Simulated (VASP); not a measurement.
## TaAgC: relaxation of cell and atoms with PBE

TaAgC:

```xyz
3
Lattice="3.0150 0.0000 0.0000 0.0000 3.0150 0.0000 0.0000 0.0000 5.7467" Properties=species:S:1:pos:R:3 pbc="T T T"
Ta    1.5075    1.5075    2.8734
Ag    1.5075    1.5075    0.0000
C     0.0000    0.0000    2.8734
```

```
Program                : VASP 6.6.1
Task                   : relaxation of cell and atoms
Functional             : PBE
Potentials or basis    : VASP PAW PBE potentials, release 64 (Ta_pv, Ag, C)
Cutoff                 : 600 eV
k mesh                 : 16 × 16 × 8
Occupations            : gaussian, width 0.1 eV
Spin                   : no spin polarisation
Dipole correction      : no
Further INCAR settings : ALGO = Normal; EDIFF = 1e-06; IBRION = 2; EDIFFG = -0.01; NSW = 100; ISIF = 3
```

```json
{"Relaxed volume": "17.39 Å³/atom", "Relaxed cell": "a = 3.025 Å, b = 3.025 Å, c = 5.700 Å, α = 90.00°, β = 90.00°, γ = 90.00°", "Space group after relaxing (to 0.05 Å)": "P4/mmm (No. 123)", "Energy gained by relaxing": "1.0 meV/atom", "Ionic steps": "4", "Pressure after relaxing": "-0.1 GPa", "Band gap on the k mesh": "zero (band 13 reaches 5.36 eV, above the bottom of band 14 at 4.19 eV)"}
```

Step by step:
| step | energy change (eV) | largest force (eV/Å) | pressure (GPa) | volume (Å³) |
| --- | --- | --- | --- | --- |
| 1 | 0.0000 | 0.0000 | 0.59 | 52.24 |
| 2 | 0.0004 | 0.0000 | -1.72 | 52.72 |
| 3 | -0.0021 | 0.0000 | -0.55 | 52.47 |
| 4 | -0.0030 | 0.0000 | -0.07 | 52.16 |

Final structure:
```xyz
3
Lattice="3.0250 0.0000 0.0000 0.0000 3.0250 0.0000 0.0000 0.0000 5.7001" Properties=species:S:1:pos:R:3 pbc="T T T"
Ta    1.5125    1.5125    2.8500
Ag    1.5125    1.5125    5.7001
C     0.0000    0.0000    2.8500
```

Levels at points of the mesh, in eV from the Fermi level:
```tsv
k point	band 11	band 12	band 13	band 14	band 15	band 16
(0.00, 0.00, 0.00)	-2.95	-2.32	0.48	0.48	2.59	2.59
(0.50, 0.00, 0.00)	-3.59	-2.69	-0.34	1.20	3.07	3.10
(0.50, 0.50, 0.00)	-1.84	-0.24	-0.02	-0.02	1.56	4.52
(0.00, 0.00, 0.50)	-2.35	-1.86	0.46	0.51	0.51	2.32
(0.50, 0.00, 0.50)	-3.64	-3.54	-0.48	0.77	2.60	2.89
(0.50, 0.50, 0.50)	-1.58	-0.91	-0.91	-0.12	0.63	5.24
```

Wall time 9.2 min on 1 thread of Oxide Virtual Turin-like Processor, with other jobs on the host, peak memory 0.38 GiB.

Caveat: spin-orbit coupling is left out, which moves the levels of the heavy elements.
